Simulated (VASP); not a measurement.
# O (C2/m) in VASP: a series of runs, part 2 of 2

VASP 6.6.1. The steps go on from the part before.

### Step 3. Electric field gradients, PBE (17.01 Å³/atom)

This run uses another cell than the first one, of 17.01 Å³/atom.

Contents of INCAR:

```
PREC = Accurate
ENCUT = 520
EDIFF = 1E-8
ISMEAR = -1
SIGMA = 0.01
LREAL = False
LASPH = True
NELM = 60
ALGO = Normal
ISIF = 2
LWAVE = False
LCHARG = False
GGA = PE
LEFG = True
NBANDS = 13
```

Contents of KPOINTS:

```
regular mesh
0
Gamma
  11 11 8
```

Contents of POSCAR:

```
O
1.0
    2.6833685812     -1.7029929419      0.0000000000
    2.6833685812      1.7029929419      0.0000000000
   -1.9518017503      0.0000000000      3.7228349468
O
2
Direct
    0.0640000000      0.0640000000      0.1530000000
    0.9360000000      0.9360000000      0.8470000000
```

Potentials or basis: VASP PAW PBE potentials, release 64 (O).

Launch:

```
$ cat potpaw_PBE.64/O/POTCAR > POTCAR
$ mpirun -np 1 vasp_std > vasp.out
```

OUTCAR:

```text
PREC = Accurate
   ENCUT = 520
   EDIFF = 1E-8
   ISMEAR = -1
   LREAL = False
   LASPH = True
   NELM = 60
   ISIF = 2
   GGA = PE

 ion  position               nearest neighbor table
   1  0.064  0.064  0.153-   2 1.14
   2  0.936  0.936  0.847-   1 1.14

  LATTYP: Found a base centered monoclinic cell.
 ALAT       =     5.3667371624
 B/A-ratio  =     0.6346474181
 C/A-ratio  =     0.7832421112
 COS(beta)  =    -0.4643327837

  Lattice vectors:

 A1 = (   2.6833685812,  -1.7029929419,   0.0000000000)
 A2 = (   2.6833685812,   1.7029929419,   0.0000000000)
 A3 = (  -1.9518017503,   0.0000000000,   3.7228349468)

Analysis of symmetry for initial positions (statically):
=====================================================================
 Subroutine PRICEL returns:
 Original cell was already a primitive cell.

 Routine SETGRP: Setting up the symmetry group for a
 base centered monoclinic supercell.

 Subroutine GETGRP returns: Found  4 space group operations
 (whereof  4 operations were pure point group operations)
 out of a pool of  4 trial point group operations.

The static configuration has the point symmetry C_2h.

Analysis of symmetry for dynamics (positions and initial velocities):
=====================================================================
 Subroutine PRICEL returns:
 Original cell was already a primitive cell.

 Routine SETGRP: Setting up the symmetry group for a
 base centered monoclinic supercell.

 Subroutine GETGRP returns: Found  4 space group operations
 (whereof  4 operations were pure point group operations)
 out of a pool of  4 trial point group operations.

[... 526 lines left out ...]
      3      -9.8942      2.00000
      4      -9.1837      2.00000
      5      -9.1335      2.00000
      6      -1.3276      2.00000
      7      -1.1173      0.00446
      8       6.4817      0.00000
      9      10.8214      0.00000
     10      12.7336      0.00000
     11      12.7836      0.00000
     12      14.3265      0.00000
     13      15.4969      0.00000

 [... further k-points ...]

------------------------ aborting loop because EDIFF is reached ----------------------------------------

  FORCE on cell =-STRESS in cart. coord.  units (eV):
  Direction    XX          YY          ZZ          XY          YZ          ZX
  --------------------------------------------------------------------------------------
  -------------------------------------------------------------------------------------
  Total       -1.1212584     -0.8269607     10.2039854      0.0000000      0.0000000      0.5523393
  in kB      -52.7982251    -38.9402265    480.4890073      0.0000000      0.0000000     26.0087538
  external PRESSURE =     129.5835186 kB  Pullay stress =       0.0000000 kB

 VOLUME and BASIS-vectors are now :
 -----------------------------------------------------------------------------
  energy-cutoff  :      520.00
  volume of cell :       34.02
      direct lattice vectors                 reciprocal lattice vectors
     2.683368581 -1.702992942  0.000000000     0.186332956 -0.293600747  0.097690334
     2.683368581  1.702992942  0.000000000     0.186332956  0.293600747  0.097690334
    -1.951801750  0.000000000  3.722834947     0.000000000  0.000000000  0.268612499

 POSITION                                       TOTAL-FORCE (eV/Angst)
 -----------------------------------------------------------------------------------
      0.04485      0.00000      0.56959         0.478337      0.000000      9.001030
      3.37009      0.00000      3.15324        -0.478337      0.000000     -9.001030
 -----------------------------------------------------------------------------------
    total drift:                               -0.000000     -0.000000      0.000000

  FREE ENERGIE OF THE ION-ELECTRON SYSTEM (eV)
  ---------------------------------------------------
  free  energy   TOTEN  =        -8.8289539223 eV

  energy  without entropy=       -8.8276008516  energy(sigma->0) =       -8.82827739

 Electric field gradients (V/A^2)
---------------------------------------------------------------------
 ion       V_xx      V_yy      V_zz      V_xy      V_xz      V_yz
---------------------------------------------------------------------
   1     -50.984   -59.646   110.631     0.000    12.826    -0.000
   2     -50.984   -59.646   110.631     0.000    12.826    -0.000
---------------------------------------------------------------------

 Electric field gradients after diagonalization (V/A^2)
 (convention: |V_zz| > |V_xx| > |V_yy|)
----------------------------------------------------------------------
 ion       V_xx      V_yy      V_zz     asymmetry (V_yy - V_xx)/ V_zz
----------------------------------------------------------------------
   1     -59.646   -51.996   111.642       0.069
   2     -59.646   -51.996   111.642       0.069
----------------------------------------------------------------------

           NMR quadrupolar parameters

 Cq : quadrupolar parameter    Cq=e*Q*V_zz/h
 eta: asymmetry parameters     (V_yy - V_xx)/ V_zz
 Q  : nuclear electric quadrupole moment in mb (millibarn)
----------------------------------------------------------------------
 ion       Cq(MHz)       eta       Q (mb)
----------------------------------------------------------------------
   1       0.270       0.069       1.000
   2       0.270       0.069       1.000
----------------------------------------------------------------------
```

OSZICAR:

```text
N       E                     dE             d eps       ncg     rms          rms(c)
DAV:   1     0.423262297968E+02    0.42326E+02   -0.59078E+03  7092   0.809E+02
DAV:   2    -0.742995218323E+01   -0.49756E+02   -0.48135E+02  9322   0.179E+02
DAV:   3    -0.918139595606E+01   -0.17514E+01   -0.17058E+01  8300   0.313E+01
DAV:   4    -0.918877191016E+01   -0.73760E-02   -0.73709E-02  7930   0.241E+00
DAV:   5    -0.918880820955E+01   -0.36299E-04   -0.36299E-04  8230   0.163E-01    0.478E+00
DAV:   6    -0.889085881944E+01    0.29795E+00   -0.26939E-01  8665   0.468E+00    0.246E+00
DAV:   7    -0.882691311602E+01    0.63946E-01   -0.21714E-01  8675   0.415E+00    0.542E-01
DAV:   8    -0.882886150047E+01   -0.19484E-02   -0.15008E-02  7425   0.106E+00    0.137E-01
DAV:   9    -0.882895199576E+01   -0.90495E-04   -0.63189E-04  8580   0.196E-01    0.525E-02
DAV:  10    -0.882894887189E+01    0.31239E-05   -0.97958E-05  7285   0.906E-02    0.986E-03
DAV:  11    -0.882895313012E+01   -0.42582E-05   -0.13377E-05  7700   0.303E-02    0.274E-03
DAV:  12    -0.882895383079E+01   -0.70067E-06   -0.41151E-07  7685   0.636E-03    0.108E-03
DAV:  13    -0.882895391534E+01   -0.84555E-07   -0.45183E-08  7670   0.191E-03    0.307E-04
DAV:  14    -0.882895392629E+01   -0.10945E-07   -0.55060E-09  7675   0.668E-04    0.116E-04
DAV:  15    -0.882895392231E+01    0.39773E-08   -0.64855E-10  4460   0.232E-04
   1 F= -.88289539E+01 E0= -.88282774E+01  d E =-.135307E-02
```

stdout:

```text
POSCAR found type information on POSCAR O
 POSCAR found :  1 types and       2 ions
 scaLAPACK will be used
 LDA part: xc-table for (Slater+PW92), standard interpolation
 POSCAR, INCAR and KPOINTS ok, starting setup
 FFT: planning ... GRIDC
 FFT: planning ... GRID_SOFT
 FFT: planning ... GRID
 WAVECAR not read
 entering main loop
ion   1

ion   2
```

It took 2.7 min on 1 thread of Oxide Virtual Turin-like, shared host; peak memory 0.17 GiB.

What came out:

| Item | Value |
| --- | --- |
| Free energy | -8.8290 eV |
| Pressure | 13.0 GPa |
| Largest force | 9.014 eV/Å |
| Band gap on the k mesh | zero (bands 6 and 7 overlap by 0.62 eV) |
| Largest electric field gradient by atom | O +111.6 V/Å² |

Forces on the atoms (eV/Å):
```
O    0.478  0.000  9.001
O   -0.478  0.000 -9.001
```

Levels at points of the mesh, in eV from the Fermi level:
| k point | band 2 | band 3 | band 4 | band 5 | band 6 | band 7 | band 8 | band 9 | band 10 | band 11 |
| --- | --- | --- | --- | --- | --- | --- | --- | --- | --- | --- |
| (0.00, 0.00, 0.00) | -13.89 | -8.72 | -7.84 | -7.76 | 0.21 | 0.34 | 6.07 | 12.42 | 12.60 | 15.58 |
| (0.00, 0.00, 0.50) | -14.34 | -7.90 | -7.82 | -7.79 | 0.42 | 0.42 | 6.90 | 7.02 | 13.49 | 16.07 |

Electric field gradients, principal values (V/Å²):
| atom | least | middle | greatest (by size) |
| --- | --- | --- | --- |
| 1 O | -51.996 | -59.646 | 111.642 |
| 2 O | -51.996 | -59.646 | 111.642 |

Caveat: the standard files for N, O and F lose accuracy on very short bonds; spin is off for a triplet molecule; the stress differs along the axes, from -5 to 48 GPa; this functional lacks dispersion, which holds the molecules together, so the pressure and a relaxed volume are unreliable; without QUAD_EFG the Cq values of the log hold for a quadrupole moment of 1 mb, not for the nuclei; forces of over 1 eV/Å act on the atoms, so gaps and moduli don't describe the material at rest.
